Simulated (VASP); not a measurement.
# Co2Si6Ni (P-3m1) in VASP: notebook

The runs below take Co2Si6Ni through single point, with PBE.

Program: VASP 6.6.1. These are calculated values, not measurements. Logs are shortened: lines on timing, memory, paths and dates and some standing lists are left out, and cuts for length are marked.

## 1. The cell of the first run

The structure is trigonal, space group P-3m1 (No. 164). The conventional cell has a = 3.794 Å, b = 3.794 Å, c = 9.343 Å, α = 90.00°, β = 90.00°, γ = 120.00°. Within 3.0 Å of Co (site symmetry 3m) lie 8 Si at 2.29 to 2.33 Å. Within 3.0 Å of Si (site symmetry 3m) lie 3 Co at 2.31 Å and 1 Ni at 2.38 Å and 6 Si at 2.67 to 2.69 Å. Si (site symmetry 3m) has 1 Co at 2.29 Å and 3 Ni at 2.34 Å and 6 Si at 2.69 to 2.74 Å within 3.0 Å. Within 3.1 Å of Si (site symmetry 3m) lie 4 Co at 2.33 Å and 6 Si at 2.67 Å. Ni (site symmetry -3m) has 8 Si at 2.34 to 2.38 Å within 3.1 Å.

## 2. Single point, PBE

Contents of INCAR:

```
  PREC = Accurate
  ENCUT = 520
  EDIFF = 1E-7
  ISMEAR = 0
  SIGMA = 0.2
  LREAL = F
  LASPH = T
  NELM = 100
  ALGO = Normal
  ISIF = 2
  LWAVE = F
  LCHARG = F
  GGA = PE
  NBANDS = 36
```

Contents of KPOINTS:

```
regular mesh
0
Gamma
  6 6 4
```

Contents of POSCAR:

```
Co2Si6Ni
1.0
    3.7937387846      0.0000000000      0.0000000000
   -1.8968693923      3.2854741628      0.0000000000
    0.0000000000      0.0000000000      9.3427089441
Co Si Ni
2 6 1
Direct
    0.6666666667      0.3333333333      0.8323161634
    0.3333333333      0.6666666667      0.1676838366
    0.0000000000      0.0000000000      0.7550235900
    0.3333333333      0.6666666667      0.4123106592
    0.6666666667      0.3333333333      0.0812536842
    0.6666666667      0.3333333333      0.5876893408
    0.0000000000      0.0000000000      0.2449764100
    0.3333333333      0.6666666667      0.9187463158
    0.0000000000      0.0000000000      0.5000000000
```

Potentials or basis: VASP PAW PBE potentials, release 64 (Co, Si, Ni).

Command:

```sh
> cat potpaw_PBE.64/Co/POTCAR potpaw_PBE.64/Si/POTCAR potpaw_PBE.64/Ni/POTCAR > POTCAR
> mpirun -np 1 vasp_std > vasp.out
```

OUTCAR:

```text
PREC = Accurate
   ENCUT = 520
   EDIFF = 1E-7
   ISMEAR = 0
   LREAL = F
   LASPH = T
   NELM = 100
   ISIF = 2
   GGA = PE

 ion  position               nearest neighbor table
   1  0.667  0.333  0.832-   6 2.29   3 2.31   3 2.31   3 2.31   5 2.33   8 2.33   8 2.33   8 2.33

   2  0.333  0.667  0.168-   4 2.29   7 2.31   7 2.31   7 2.31   8 2.33   5 2.33   5 2.33   5 2.33

   3  0.000  0.000  0.755-   1 2.31   1 2.31   1 2.31   9 2.38   8 2.67   8 2.67   8 2.67   6 2.69
                             6 2.69   6 2.69
   4  0.333  0.667  0.412-   2 2.29   9 2.34   9 2.34   9 2.34   7 2.69   7 2.69   7 2.69   6 2.74
                             6 2.74   6 2.74
   5  0.667  0.333  0.081-   1 2.33   2 2.33   2 2.33   2 2.33   8 2.67   8 2.67   8 2.67   7 2.67
                             7 2.67   7 2.67
   6  0.667  0.333  0.588-   1 2.29   9 2.34   9 2.34   9 2.34   3 2.69   3 2.69   3 2.69   4 2.74
                             4 2.74   4 2.74
   7  0.000  0.000  0.245-   2 2.31   2 2.31   2 2.31   9 2.38   5 2.67   5 2.67   5 2.67   4 2.69
                             4 2.69   4 2.69
   8  0.333  0.667  0.919-   2 2.33   1 2.33   1 2.33   1 2.33   5 2.67   5 2.67   5 2.67   3 2.67
                             3 2.67   3 2.67
   9  0.000  0.000  0.500-   4 2.34   6 2.34   6 2.34   4 2.34   6 2.34   4 2.34   3 2.38   7 2.38

  LATTYP: Found a hexagonal cell.
 ALAT       =     3.7937387846
 C/A-ratio  =     2.4626653216

  Lattice vectors:

 A1 = (   3.7937387846,   0.0000000000,   0.0000000000)
 A2 = (  -1.8968693923,   3.2854741628,   0.0000000000)
 A3 = (   0.0000000000,   0.0000000000,   9.3427089441)

Analysis of symmetry for initial positions (statically):
=====================================================================
 Subroutine PRICEL returns:
 Original cell was already a primitive cell.

 Routine SETGRP: Setting up the symmetry group for a
 hexagonal supercell.

 Subroutine GETGRP returns: Found 12 space group operations
 (whereof 12 operations were pure point group operations)
 out of a pool of 24 trial point group operations.

The static configuration has the point symmetry D_3d.

Analysis of symmetry for dynamics (positions and initial velocities):
=====================================================================
 Subroutine PRICEL returns:
 Original cell was already a primitive cell.

 Routine SETGRP: Setting up the symmetry group for a
 hexagonal supercell.

 Subroutine GETGRP returns: Found 12 space group operations
 (whereof 12 operations were pure point group operations)
 out of a pool of 24 trial point group operations.

The dynamic configuration has the point symmetry D_3d.

 Subroutine INISYM returns: Found 12 space group operations
 (whereof 12 operations are pure point group operations),
 and found     1 'primitive' translations

----------------------------------------------------------------------------------------

                                     Primitive cell

  volume of cell :     116.4497

  direct lattice vectors                    reciprocal lattice vectors
     3.793738785  0.000000000  0.000000000     0.263592213  0.152185035  0.000000000
    -1.896869392  3.285474163  0.000000000     0.000000000  0.304370070  0.000000000
     0.000000000  0.000000000  9.342708944     0.000000000  0.000000000  0.107035337

  length of vectors
     3.793738785  3.793738785  9.342708944     0.304370070  0.304370070  0.107035337

  position of ions in fractional coordinates (direct lattice)
     0.666666667  0.333333333  0.832316163
     0.333333333  0.666666667  0.167683837
     0.000000000  0.000000000  0.755023590
     0.333333333  0.666666667  0.412310659
     0.666666667  0.333333333  0.081253684
     0.666666667  0.333333333  0.587689341
     0.000000000  0.000000000  0.244976410
     0.333333333  0.666666667  0.918746316
     0.000000000  0.000000000  0.500000000

  ion indices of the primitive-cell ions
   primitive index   ion index
                 1           1
                 2           2
                 3           3
                 4           4
                 5           5
                 6           6
                 7           7
                 8           8
                 9           9

----------------------------------------------------------------------------------------

 KPOINTS: regular mesh

Automatic generation of k-mesh.
 Grid dimensions read from file:
 generate k-points for:    6    6    4

 Generating k-lattice:

  Cartesian coordinates                     Fractional coordinates (reciprocal lattice)
     0.043932035  0.025364172  0.000000000     0.166666667 -0.000000000  0.000000000
     0.000000000  0.050728345  0.000000000     0.000000000  0.166666667  0.000000000
     0.000000000  0.000000000  0.026758834     0.000000000  0.000000000  0.250000000

  Length of vectors
     0.050728345  0.050728345  0.026758834

  Shift w.r.t. Gamma in fractional coordinates (k-lattice)
     0.000000000  0.000000000  0.000000000

 Subroutine IBZKPT returns following result:
 ===========================================

 Found     24 irreducible k-points:

 Following reciprocal coordinates:
            Coordinates               Weight
  0.000000  0.000000  0.000000      1.000000
  0.166667  0.000000  0.000000      6.000000
  0.333333  0.000000  0.000000      6.000000
  0.500000  0.000000  0.000000      3.000000
  0.166667  0.166667  0.000000      6.000000
  0.333333  0.166667  0.000000     12.000000
[... 16 lines left out ...]
  0.333333  0.166667  0.500000     12.000000
  0.333333  0.333333  0.500000      2.000000
   k-points           NKPTS =     24   k-points in BZ     NKDIM =     24   number of bands    NBANDS=     36
   number of dos      NEDOS =    301   number of ions     NIONS =      9
   total plane-waves  NPLWV =  54880
   dimension x,y,z NGX =    28 NGY =   28 NGZ =   70
   dimension x,y,z NGXF=    56 NGYF=   56 NGZF=  140
   ions per type =               2   6   1
   NGX,Y,Z   is equivalent  to a cutoff of  12.27, 12.27, 12.46 a.u.
   NGXF,Y,Z  is equivalent  to a cutoff of  24.54, 24.54, 24.91 a.u.
 SYSTEM =  unknown system
   PREC   = accura    normal or accurate (medium, high low for compatibility)
   ISTART =      0    job   : 0-new  1-cont  2-samecut
   ICHARG =      2    charge: 1-file 2-atom 10-const
   ISPIN  =      1    spin polarized calculation?
   LNONCOLLINEAR =      F non collinear calculations
   LSORBIT =      F    spin-orbit coupling
   LASPH  =      T    aspherical Exc in radial PAW
   ENCUT  =  520.0 eV  38.22 Ry    6.18 a.u.   7.05  7.05 17.37*2*pi/ulx,y,z
   NELM   =    100;   NELMIN=  2; NELMDL= -5     # of ELM steps
   EDIFF  = 0.1E-06   stopping-criterion for ELM
   LREAL  =      F    real-space projection
   EDIFFG = 0.1E-05   stopping-criterion for IOM
   NSW    =      0    number of steps for IOM
   IBRION =     -1    ionic relax: 0-MD 1-quasi-New 2-CG
   NFREE  =      0    steps in history (QN), initial steepest desc. (CG)
   ISIF   =      2    stress and relaxation
   ISYM   =      2    0-nonsym 1-usesym 2-fastsym
   POTIM  = 0.5000    time-step for ionic-motion
   TEBEG  =    0.0;   TEEND  =   0.0 temperature during run
   PSTRESS=    0.0 pullay stress
   NELECT =      52.0000    total number of electrons
   NUPDOWN=      -1.0000    fix difference up-down
   EMIN   =  10.00;   EMAX   =-10.00  energy-range for DOS
   EFERMI =   0.00;   METHOD = LEGACY
   ISMEAR =     0;   SIGMA  =   0.20  broadening in eV -4-tet -1-fermi 0-gaus
   EFERMI_NEDOS =   21; number of points for ismear=-14 and -15
   IALGO  =     38    algorithm
   IMIX   =      4    mixing-type and parameters
     AMIX     =   0.40;   BMIX     =  1.00
     AMIX_MAG =   1.60;   BMIX_MAG =  1.00
  volume/ion in A,a.u.               =      12.94        87.32
  Fermi-wavevector in a.u.,A,eV,Ry     =   1.251305  2.364624 21.303515  1.565764
  Thomas-Fermi vector in A             =   2.385259
   LORBIT       =      0    0 simple, 1 ext, 2 COOP (PROOUT), +10 PAW based schemes
   GGA     = PE    functional components
   LHFCALC =     F    Hartree Fock is set to
   AEXX    =    0.0000 exact exchange contribution
   IVDW    =     0    specifies the selected vdW correction
   LEPSILON=     F    determine dielectric tensor
   LRPA    =     F    only Hartree local field effects (RPA)
 non-spin polarized calculation
 Gauss-broadening in eV      SIGMA  =   0.20
  energy-cutoff  :      520.00
  volume of cell :      116.45
 maximum number of plane-waves:      3150
   NGX = 15   NGY = 15   NGZ = 35

 number of electron      51.9999999 magnetization

 Free energy of the ion-electron system (eV)
  ---------------------------------------------------
  ext. energy  EPLUGINS =         0.00000000
  ---------------------------------------------------
  free energy    TOTEN  =       -56.21091025 eV

  energy without entropy =      -56.16458550  energy(sigma->0) =      -56.18774787

 E-fermi :  10.1126     XC(G=0): -11.6880

 val. band max:       10.0841020919   @ k =   0.0000   0.3333   0.2500
 cond. band min:      10.1274358863   @ k =   0.1667   0.1667   0.5000
 fundamental gap:      0.0433337944
 Fermi energy:        10.1125738798

 k-point     1 :       0.0000    0.0000    0.0000
  band No.  band energies     occupation
      1      -3.1652      2.00000
      2      -1.5628      2.00000
      3      -1.5228      2.00000
      4       2.7104      2.00000
      5       2.7364      2.00000
      6       5.5798      2.00000
[... 28 lines left out ...]
     35      13.3748      0.00000
     36      13.5312      0.00000

 k-point     2 :       0.1667    0.0000    0.0000
  band No.  band energies     occupation
      1      -2.7937      2.00000
      2      -1.2067      2.00000
      3      -1.1679      2.00000
      4       2.8385      2.00000
      5       2.9119      2.00000
      6       4.9480      2.00000
[... 28 lines left out ...]
     35      14.6894      0.00000
     36      14.7516      0.00000
[... 817 lines left out ...]
     35      14.9444      0.00000
     36      15.0458      0.00000

 k-point    24 :       0.3333    0.3333    0.5000
  band No.  band energies     occupation
      1       1.1234      2.00000
      2       1.1398      2.00000
      3       1.1398      2.00000
      4       1.3941      2.00000
      5       1.4340      2.00000
      6       1.4340      2.00000
[... 28 lines left out ...]
     35      16.6886      0.00000
     36      16.6961      0.00000

------------------------ aborting loop because EDIFF is reached ----------------------------------------

  FORCE on cell =-STRESS in cart. coord.  units (eV):
  Direction    XX          YY          ZZ          XY          YZ          ZX
  --------------------------------------------------------------------------------------
  -------------------------------------------------------------------------------------
  Total        0.0104071      0.0104071      0.0284621      0.0000000      0.0000000      0.0000000
  in kB        0.1431868      0.1431868      0.3915964      0.0000000      0.0000000      0.0000000
  external PRESSURE =       0.2259900 kB  Pullay stress =       0.0000000 kB

 VOLUME and BASIS-vectors are now :
 -----------------------------------------------------------------------------
  energy-cutoff  :      520.00
  volume of cell :      116.45
      direct lattice vectors                 reciprocal lattice vectors
     3.793738785  0.000000000  0.000000000     0.263592213  0.152185035  0.000000000
    -1.896869392  3.285474163  0.000000000     0.000000000  0.304370070  0.000000000
     0.000000000  0.000000000  9.342708944     0.000000000  0.000000000  0.107035337

 POSITION                                       TOTAL-FORCE (eV/Angst)
 -----------------------------------------------------------------------------------
      1.89687      1.09516      7.77609        -0.000000      0.000000     -0.004574
     -0.00000      2.19032      1.56662         0.000000     -0.000000      0.004574
      0.00000      0.00000      7.05397        -0.000000     -0.000000     -0.025748
     -0.00000      2.19032      3.85210        -0.000000      0.000000     -0.045384
      1.89687      1.09516      0.75913        -0.000000      0.000000     -0.037369
      1.89687      1.09516      5.49061         0.000000     -0.000000      0.045384
      0.00000      0.00000      2.28874        -0.000000      0.000000      0.025748
     -0.00000      2.19032      8.58358         0.000000     -0.000000      0.037369
      0.00000      0.00000      4.67135         0.000000      0.000000      0.000000
 -----------------------------------------------------------------------------------
    total drift:                                0.000000      0.000000      0.000000

  FREE ENERGIE OF THE ION-ELECTRON SYSTEM (eV)
  ---------------------------------------------------
  free  energy   TOTEN  =       -56.2109102468 eV

  energy  without entropy=      -56.1645855021  energy(sigma->0) =      -56.18774787
```

Wall time 72 s (1 thread of Intel Xeon 6975P-C (Granite Rapids), shared host); peak memory 0.27 GiB.

What came out:

- Free energy: -56.2109 eV
- Pressure: 0.0 GPa
- Largest force: 0.045 eV/Å
- Band gap on the k mesh: zero (band 26 reaches 12.36 eV, above the bottom of band 27 at 9.30 eV)

Forces in eV/Å, atoms in the order of the input:
```
Co   0.000  0.000 -0.005
Co   0.000  0.000  0.005
Si   0.000  0.000 -0.026
Si   0.000  0.000 -0.045
Si   0.000  0.000 -0.037
Si   0.000  0.000  0.045
Si   0.000  0.000  0.026
Si   0.000  0.000  0.037
Ni   0.000  0.000  0.000
```

Spin polarisation is off, so any magnetic state and its effect on volume and gap are missing.

## 3. Single point, PBE

Contents of INCAR:

```
SYSTEM = Co2Si6Ni
  PREC = Accurate
  ENCUT = 520
  EDIFF = 1E-6
  ISMEAR = 0
  SIGMA = 0.1
  LREAL = .False.
  LASPH = .True.
  NELM = 100
  ALGO = Normal
  ISIF = 2
  LWAVE = .False.
  LCHARG = .True.
  GGA = PE
  LELF = .True.
  LVHAR = .True.
  NBANDS = 36
```

Contents of KPOINTS:

```
Automatic mesh
0
Gamma
  12 12 4
  0 0 0
```

POSCAR is that of step 2.

Potentials or basis: VASP PAW PBE potentials, release 64 (Co, Si, Ni).

Command:

```sh
> cat potpaw_PBE.64/Co/POTCAR potpaw_PBE.64/Si/POTCAR potpaw_PBE.64/Ni/POTCAR > POTCAR
> mpirun -np 1 vasp_std > vasp.out
```

Run time: 4.4 min. Hardware: 1 thread of Intel Xeon 6975P-C (Granite Rapids), shared host; peak memory 0.4 GiB.

It converged, with:

- Free energy: -56.2081 eV
- Pressure: -0.1 GPa
- Largest force: 0.010 eV/Å
- Band gap on the k mesh: zero (band 26 reaches 12.36 eV, above the bottom of band 27 at 9.30 eV)

Forces on the atoms (eV/Å):
```
Co   0.000  0.000  0.010
Co   0.000  0.000 -0.010
Si   0.000  0.000  0.001
Si   0.000  0.000 -0.006
Si   0.000  0.000  0.003
Si   0.000  0.000  0.006
Si   0.000  0.000 -0.001
Si   0.000  0.000 -0.003
Ni   0.000  0.000  0.000
```

Levels at points of the mesh, in eV from the Fermi level:
```
           k point  band 22  band 23  band 24  band 25  band 26  band 27  band 28  band 29  band 30  band 31
(0.00, 0.00, 0.00)     0.06     0.21     0.21     0.45     2.24     2.38     2.70     2.70     2.87     3.07
(0.50, 0.00, 0.00)    -1.85    -1.69    -1.31    -1.17    -0.99    -0.82     0.79     1.60     1.99     2.51
(0.00, 0.00, 0.50)    -0.57    -0.12     1.42     1.42     1.50     1.55     1.67     1.67     2.52     2.95
(0.50, 0.00, 0.50)    -1.67    -1.65    -1.38    -1.31    -0.76    -0.69     0.88     1.62     2.43     2.92
```

Spin polarisation is off, so any magnetic state and its effect on volume and gap are missing.
